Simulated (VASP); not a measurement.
# CdSe (I-4m2) in VASP: notebook

Aim: see how the results for CdSe move with the level of theory and the settings. Levels: PBE, PBEsol. Tasks: relaxation of cell and atoms.

Program: VASP 6.6.1. These are calculated values, not measurements. Logs are shortened: lines on timing, memory, paths and dates and some standing lists are left out, and cuts for length are marked.

## (1) The cell of the first run

The typed cell holds 2 atoms: a = 4.380 Å, b = 4.380 Å, c = 4.380 Å, α = 119.96°, β = 119.96°, γ = 90.06°.

## (2) Relaxation of cell and atoms, PBE

The input, INCAR:

```
PREC = Accurate
ENCUT = 500
EDIFF = 1E-7
ISMEAR = 0
SIGMA = 0.01
LREAL = False
LASPH = True
NELM = 120
ALGO = Normal
ISIF = 3
LWAVE = False
LCHARG = False
GGA = PE
IBRION = 2
NSW = 80
EDIFFG = -0.001
GGA_COMPAT = False
NELMIN = 4
```

The input, KPOINTS:

```
regular mesh
0
Gamma
  12 12 12
```

The input, POSCAR:

```
CdSe
1.0
   -2.1909921526      2.1909921526      3.0951885681
    2.1909921526     -2.1909921526      3.0951885681
    2.1909921526      2.1909921526     -3.0951885681
Cd Se
1 1
Direct
    0.0000000000      0.0000000000      0.0000000000
    0.2500000000      0.7500000000      0.5000000000
```

Potentials or basis: VASP PAW PBE potentials, release 64 (Cd, Se).

Run with:

```bash
$ cat potpaw_PBE.64/Cd/POTCAR potpaw_PBE.64/Se/POTCAR > POTCAR
$ mpirun -np 1 vasp_std > vasp.out
```

OUTCAR:

```text
PREC = Accurate
   ENCUT = 500
   EDIFF = 1E-7
   ISMEAR = 0
   LREAL = False
   LASPH = True
   NELM = 120
   ISIF = 3
   GGA = PE
   IBRION = 2
   NSW = 80
   EDIFFG = -0.001
   NELMIN = 4

 ion  position               nearest neighbor table
   1  0.000  0.000  0.000-   2 2.68   2 2.68   2 2.68   2 2.68
   2  0.250  0.750  0.500-   1 2.68   1 2.68   1 2.68   1 2.68

  LATTYP: Found a body centered tetragonal cell.
 ALAT       =     4.3819843052
 C/A-ratio  =     1.4126881123

  Lattice vectors:

 A1 = (  -2.1909921526,   2.1909921526,   3.0951885681)
 A2 = (   2.1909921526,  -2.1909921526,   3.0951885681)
 A3 = (   2.1909921526,   2.1909921526,  -3.0951885681)

Analysis of symmetry for initial positions (statically):
=====================================================================
 Subroutine PRICEL returns:
 Original cell was already a primitive cell.

 Routine SETGRP: Setting up the symmetry group for a
 body centered tetragonal supercell.

 Subroutine GETGRP returns: Found  8 space group operations
 (whereof  8 operations were pure point group operations)
 out of a pool of 16 trial point group operations.

The static configuration has the point symmetry D_2d.

Analysis of symmetry for dynamics (positions and initial velocities):
=====================================================================
 Subroutine PRICEL returns:
 Original cell was already a primitive cell.

 Routine SETGRP: Setting up the symmetry group for a
 body centered tetragonal supercell.

 Subroutine GETGRP returns: Found  8 space group operations
 (whereof  8 operations were pure point group operations)
 out of a pool of 16 trial point group operations.

The dynamic configuration has the point symmetry D_2d.

 Subroutine INISYM returns: Found  8 space group operations
 (whereof  8 operations are pure point group operations),
 and found     1 'primitive' translations

----------------------------------------------------------------------------------------

                                     Primitive cell

  volume of cell :      59.4331

  direct lattice vectors                    reciprocal lattice vectors
    -2.190992153  2.190992153  3.095188568     0.000000000  0.228207116  0.161541046
     2.190992153 -2.190992153  3.095188568     0.228207116  0.000000000  0.161541046
     2.190992153  2.190992153 -3.095188568     0.228207116  0.228207116  0.000000000

  length of vectors
     4.379621616  4.379621616  4.379621616     0.279596133  0.279596133  0.322733598

  position of ions in fractional coordinates (direct lattice)
     0.000000000  0.000000000  0.000000000
     0.250000000  0.750000000  0.500000000

  ion indices of the primitive-cell ions
   primitive index   ion index
                 1           1
                 2           2

----------------------------------------------------------------------------------------

 KPOINTS: regular mesh

Automatic generation of k-mesh.
 Grid dimensions read from file:
 generate k-points for:   12   12   12

 Generating k-lattice:

  Cartesian coordinates                     Fractional coordinates (reciprocal lattice)
     0.000000000  0.019017260  0.013461754     0.083333333  0.000000000 -0.000000000
     0.019017260  0.000000000  0.013461754     0.000000000  0.083333333 -0.000000000
     0.019017260  0.019017260  0.000000000     0.000000000  0.000000000  0.083333333

  Length of vectors
     0.023299678  0.023299678  0.026894467

  Shift w.r.t. Gamma in fractional coordinates (k-lattice)
     0.000000000  0.000000000  0.000000000

 Subroutine IBZKPT returns following result:
 ===========================================

 Found    163 irreducible k-points:

 Following reciprocal coordinates:
            Coordinates               Weight
  0.000000  0.000000  0.000000      1.000000
  0.083333 -0.000000  0.000000      8.000000
  0.166667  0.000000  0.000000      8.000000
  0.250000 -0.000000  0.000000      8.000000
  0.333333 -0.000000  0.000000      8.000000
  0.416667 -0.000000  0.000000      8.000000
[... 16 lines left out ...]
  0.500000  0.166667  0.000000     16.000000
 -0.416667  0.166667 -0.000000     16.000000
 [... further k-points ...]
   k-points           NKPTS =    163   k-points in BZ     NKDIM =    163   number of bands    NBANDS=     13
   number of dos      NEDOS =    301   number of ions     NIONS =      2
   total plane-waves  NPLWV =  32768
   dimension x,y,z NGX =    32 NGY =   32 NGZ =   32
   dimension x,y,z NGXF=    64 NGYF=   64 NGZF=   64
   ions per type =               1   1
   NGX,Y,Z   is equivalent  to a cutoff of  12.15, 12.15, 12.15 a.u.
   NGXF,Y,Z  is equivalent  to a cutoff of  24.29, 24.29, 24.29 a.u.
 SYSTEM =  unknown system
   PREC   = accura    normal or accurate (medium, high low for compatibility)
   ISTART =      0    job   : 0-new  1-cont  2-samecut
   ICHARG =      2    charge: 1-file 2-atom 10-const
   ISPIN  =      1    spin polarized calculation?
   LNONCOLLINEAR =      F non collinear calculations
   LSORBIT =      F    spin-orbit coupling
   LASPH  =      T    aspherical Exc in radial PAW
   ENCUT  =  500.0 eV  36.75 Ry    6.06 a.u.   7.99  7.99  7.99*2*pi/ulx,y,z
   NELM   =    120;   NELMIN=  4; NELMDL= -5     # of ELM steps
   EDIFF  = 0.1E-06   stopping-criterion for ELM
   LREAL  =      F    real-space projection
   EDIFFG = -.1E-02   stopping-criterion for IOM
   NSW    =     80    number of steps for IOM
   IBRION =      2    ionic relax: 0-MD 1-quasi-New 2-CG
   NFREE  =      1    steps in history (QN), initial steepest desc. (CG)
   ISIF   =      3    stress and relaxation
   ISYM   =      2    0-nonsym 1-usesym 2-fastsym
   POTIM  = 0.5000    time-step for ionic-motion
   TEBEG  =    0.0;   TEEND  =   0.0 temperature during run
   PSTRESS=    0.0 pullay stress
   NELECT =      18.0000    total number of electrons
   NUPDOWN=      -1.0000    fix difference up-down
   EMIN   =  10.00;   EMAX   =-10.00  energy-range for DOS
   EFERMI =   0.00;   METHOD = LEGACY
   ISMEAR =     0;   SIGMA  =   0.01  broadening in eV -4-tet -1-fermi 0-gaus
   EFERMI_NEDOS =   21; number of points for ismear=-14 and -15
   IALGO  =     38    algorithm
   IMIX   =      4    mixing-type and parameters
     AMIX     =   0.40;   BMIX     =  1.00
     AMIX_MAG =   1.60;   BMIX_MAG =  1.00
  volume/ion in A,a.u.               =      29.72       200.54
  Fermi-wavevector in a.u.,A,eV,Ry     =   1.099401  2.077566 16.445121  1.208682
  Thomas-Fermi vector in A             =   2.235795
   LORBIT       =      0    0 simple, 1 ext, 2 COOP (PROOUT), +10 PAW based schemes
   GGA     = PE    functional components
   LHFCALC =     F    Hartree Fock is set to
   AEXX    =    0.0000 exact exchange contribution
   IVDW    =     0    specifies the selected vdW correction
   LEPSILON=     F    determine dielectric tensor
   LRPA    =     F    only Hartree local field effects (RPA)
 conjugate gradient relaxation of ions
 non-spin polarized calculation
 Gauss-broadening in eV      SIGMA  =   0.01
  energy-cutoff  :      500.00
  volume of cell :       59.43
 maximum number of plane-waves:      1540
   NGX = 15   NGY = 15   NGZ = 15

--------------------------------------- Ionic step        1  -------------------------------------------

 number of electron      18.0000007 magnetization

 Free energy of the ion-electron system (eV)
  ---------------------------------------------------
  ext. energy  EPLUGINS =         0.00000000
  ---------------------------------------------------
  free energy    TOTEN  =        -5.49996735 eV

  energy without entropy =       -5.49996735  energy(sigma->0) =       -5.49996735

------------------------ aborting loop because EDIFF is reached ----------------------------------------

  FORCE on cell =-STRESS in cart. coord.  units (eV):
  Direction    XX          YY          ZZ          XY          YZ          ZX
  --------------------------------------------------------------------------------------
  -------------------------------------------------------------------------------------
  Total        0.0976758      0.0976758      0.1045402      0.0000000      0.0000000      0.0000000
  in kB        2.6331084      2.6331084      2.8181569      0.0000000      0.0000000      0.0000000
  external PRESSURE =       2.6947912 kB  Pullay stress =       0.0000000 kB

 VOLUME and BASIS-vectors are now :
 -----------------------------------------------------------------------------
  energy-cutoff  :      500.00
  volume of cell :       59.43
      direct lattice vectors                 reciprocal lattice vectors
    -2.190992153  2.190992153  3.095188568     0.000000000  0.228207116  0.161541046
     2.190992153 -2.190992153  3.095188568     0.228207116  0.000000000  0.161541046
     2.190992153  2.190992153 -3.095188568     0.228207116  0.228207116  0.000000000
[... 217 lines left out ...]
 POSITION                                       TOTAL-FORCE (eV/Angst)
 -----------------------------------------------------------------------------------
      4.38978      0.00000      0.00000         0.000000     -0.000000     -0.000000
      2.19489     -0.00000      1.55116        -0.000000      0.000000      0.000000
 -----------------------------------------------------------------------------------
    total drift:                                0.000000     -0.000000      0.000000

  FREE ENERGIE OF THE ION-ELECTRON SYSTEM (eV)
  ---------------------------------------------------
  free  energy   TOTEN  =        -5.5002640038 eV

  energy  without entropy=       -5.5002640038  energy(sigma->0) =       -5.50026400

--------------------------------------- Ionic step        8  -------------------------------------------

 number of electron      18.0000005 magnetization

 Free energy of the ion-electron system (eV)
  ---------------------------------------------------
  ext. energy  EPLUGINS =         0.00000000
  ---------------------------------------------------
  free energy    TOTEN  =        -5.50026455 eV

  energy without entropy =       -5.50026455  energy(sigma->0) =       -5.50026455

 E-fermi :   0.5762     XC(G=0):  -8.6113

 val. band max:        0.4762162531   @ k =   0.0000   0.0000   0.0000
 cond. band min:       0.9585347445   @ k =   0.0000   0.0000   0.0000
 fundamental gap:      0.4823184914
 Fermi energy:         0.5761956323

 k-point     1 :       0.0000    0.0000    0.0000
  band No.  band energies     occupation
      1     -11.7946      2.00000
      2      -7.2718      2.00000
      3      -7.2718      2.00000
      4      -7.2717      2.00000
      5      -6.9592      2.00000
      6      -6.9592      2.00000
      7       0.4757      2.00000
      8       0.4757      2.00000
      9       0.4762      2.00000
     10       0.9585      0.00000
     11       6.4034      0.00000
     12       6.4035      0.00000
     13       6.4035      0.00000

 k-point     2 :       0.0833   -0.0000    0.0000
  band No.  band energies     occupation
      1     -11.7735      2.00000
      2      -7.2651      2.00000
      3      -7.2651      2.00000
      4      -7.2523      2.00000
      5      -6.9596      2.00000
      6      -6.9596      2.00000
      7      -0.2350      2.00000
      8       0.4242      2.00000
      9       0.4246      2.00000
     10       1.5961      0.00000
     11       6.2700      0.00000
[... 339 lines left out ...]
 k-point    24 :      -0.4167    0.1667   -0.0000
  band No.  band energies     occupation
      1     -11.4901      2.00000
      2      -7.1817      2.00000
      3      -7.1612      2.00000
      4      -6.9991      2.00000
      5      -6.9331      2.00000
      6      -6.8115      2.00000
      7      -2.9748      2.00000
      8      -0.7225      2.00000
      9      -0.4711      2.00000
     10       3.6920      0.00000
     11       5.8077      0.00000
     12       7.1816      0.00000
     13       7.6824      0.00000

 [... further k-points ...]

------------------------ aborting loop because EDIFF is reached ----------------------------------------

  FORCE on cell =-STRESS in cart. coord.  units (eV):
  Direction    XX          YY          ZZ          XY          YZ          ZX
  --------------------------------------------------------------------------------------
  -------------------------------------------------------------------------------------
  Total       -0.0003105     -0.0003105      0.0006126      0.0000000     -0.0000000      0.0000000
  in kB       -0.0083205     -0.0083205      0.0164158      0.0000000     -0.0000000      0.0000000
  external PRESSURE =      -0.0000750 kB  Pullay stress =       0.0000000 kB

 VOLUME and BASIS-vectors are now :
 -----------------------------------------------------------------------------
  energy-cutoff  :      500.00
  volume of cell :       59.79
      direct lattice vectors                 reciprocal lattice vectors
    -2.194702437  2.194702437  3.103186797     0.000000000  0.227821317  0.161124687
     2.194702437 -2.194702437  3.103186797     0.227821317  0.000000000  0.161124687
     2.194702437  2.194702437 -3.103186797     0.227821317  0.227821317  0.000000000

 POSITION                                       TOTAL-FORCE (eV/Angst)
 -----------------------------------------------------------------------------------
     -2.19470      2.19470      3.10319        -0.000000      0.000000      0.000000
      2.19470      0.00000      1.55159         0.000000     -0.000000     -0.000000
 -----------------------------------------------------------------------------------
    total drift:                                0.000000     -0.000000      0.000000

  FREE ENERGIE OF THE ION-ELECTRON SYSTEM (eV)
  ---------------------------------------------------
  free  energy   TOTEN  =        -5.5002645531 eV

  energy  without entropy=       -5.5002645531  energy(sigma->0) =       -5.50026455

 reached required accuracy - stopping structural energy minimisation
```

It took 10 min on 1 thread of Oxide Virtual Turin-like, shared host; peak memory 0.25 GiB.

What came out:

* Free energy: -5.5003 eV
* Relaxed volume: 29.89 Å³/atom
* Relaxed cell: a = 4.389 Å, b = 4.389 Å, c = 4.389 Å, α = 119.99°, β = 119.99°, γ = 90.01°
* Space group after relaxing (to 0.1 Å): F-43m (No. 216)
* Energy gained by relaxing: 0.1 meV/atom
* Ionic steps: 8
* Pressure after relaxing: 0.0 GPa
* Band gap on the k mesh: 0.48 eV

Step by step:
```
step  energy change (eV)  largest force (eV/Å)  pressure (GPa)  volume (Å³)
   1              0.0000                0.0000            0.27        59.43
   2             -0.0003                0.0000           -0.06        59.86
   3             -0.0003                0.0000            0.00        59.79
   4             -0.0003                0.0000           -0.01        59.79
   5             -0.0003                0.0000            0.00        59.79
   6             -0.0003                0.0000            0.01        59.78
   7             -0.0003                0.0000            0.00        59.78
   8             -0.0003                0.0000            0.00        59.79
```

Final structure:
```yaml
crystal:
  lattice:
    - [-2.19470, 2.19470, 3.10319]
    - [2.19470, -2.19470, 3.10319]
    - [2.19470, 2.19470, -3.10319]
  atoms:
    - { symbol: Cd, position: [0.00000, 0.00000, 0.00000] }
    - { symbol: Se, position: [0.25000, 0.75000, 0.50000] }
```

Caveat: semilocal functionals underestimate gaps, and a narrow one can read as zero.

## (3) Relaxation of cell and atoms, PBEsol

This run uses another cell than the first one, of 29.78 Å³/atom.

The input, INCAR:

```
SYSTEM = CdSe
PREC = Accurate
ENCUT = 500
EDIFF = 1E-7
ISMEAR = 0
SIGMA = 0.02
LREAL = .FALSE.
LASPH = .TRUE.
NELM = 120
ALGO = Normal
ISIF = 3
LWAVE = .FALSE.
LCHARG = .FALSE.
GGA = PS
IBRION = 2
NSW = 100
EDIFFG = -0.01
GGA_COMPAT = .FALSE.
NELMIN = 4
```

The input, KPOINTS:

```
regular mesh
0
G
  12 12 12
  0 0 0
```

The input, POSCAR:

```
CdSe
1.0
   -2.1998508682      2.1998508682      3.0769876521
    2.1998508682     -2.1998508682      3.0769876521
    2.1998508682      2.1998508682     -3.0769876521
Cd Se
1 1
Direct
    0.0000000000      0.0000000000      0.0000000000
    0.2500000000      0.7500000000      0.5000000000
```

Potentials or basis: VASP PAW PBE potentials, release 64 (Cd, Se).

Run with:

```bash
$ cat potpaw_PBE.64/Cd/POTCAR potpaw_PBE.64/Se/POTCAR > POTCAR
$ mpirun -np 1 vasp_std > vasp.out
```

It took 9.9 min on 1 thread of Oxide Virtual Turin-like, shared host; peak memory 0.25 GiB.

Results (log left out):

| Quantity | Value |
| --- | --- |
| Free energy | -6.1783 eV |
| Relaxed volume | 28.32 Å³/atom |
| Relaxed cell | a = 4.308 Å, b = 4.308 Å, c = 4.308 Å, α = 119.86°, β = 119.86°, γ = 90.24° |
| Space group after relaxing (to 0.1 Å) | F-43m (No. 216) |
| Energy gained by relaxing | 11.6 meV/atom |
| Ionic steps | 6 |
| Pressure after relaxing | 0.0 GPa |
| Band gap on the k mesh | 0.46 eV |

Stress tensor (GPa, compression positive):
```
-0.05  0.00  0.00
 0.00 -0.05  0.00
 0.00  0.00  0.02
```

The path:
```tsv
step	energy change (eV)	largest force (eV/Å)	pressure (GPa)	volume (Å³)
1	0.0000	0.0000	-2.36	59.56
2	-0.0214	0.0000	0.70	55.86
3	-0.0230	0.0000	0.01	56.59
4	-0.0230	0.0000	-0.04	56.65
5	-0.0230	0.0000	-0.04	56.65
6	-0.0231	0.0000	-0.03	56.65
```

Final structure:
```
Cd Se
1.0
    -2.15849    2.15849    3.03966
     2.15849   -2.15849    3.03966
     2.15849    2.15849   -3.03966
Cd Se
1 1
Cartesian
  0.0000 4.3170 0.0000
  2.1585 0.0000 1.5198
```

Levels at points of the mesh, in eV from the valence-band top:
```csv
k point,band 6,band 7,band 8,band 9,band 10,band 11,band 12,band 13
"(0.00, 0.00, 0.00)",-7.52,-0.01,-0.01,0.00,0.46,5.85,5.85,5.85
"(0.50, 0.00, 0.00)",-7.24,-4.42,-0.77,-0.75,2.27,6.34,6.37,7.25
"(0.50, 0.50, 0.00)",-7.18,-4.11,-1.86,-1.85,3.01,3.67,8.92,10.06
"(0.50, 0.50, 0.50)",-7.17,-4.09,-1.88,-1.88,3.00,3.63,8.96,10.07
```

Caveat: semilocal functionals underestimate gaps, and a narrow one can read as zero; the PAW data sets were made with another functional, which shifts forces and pressure a little.
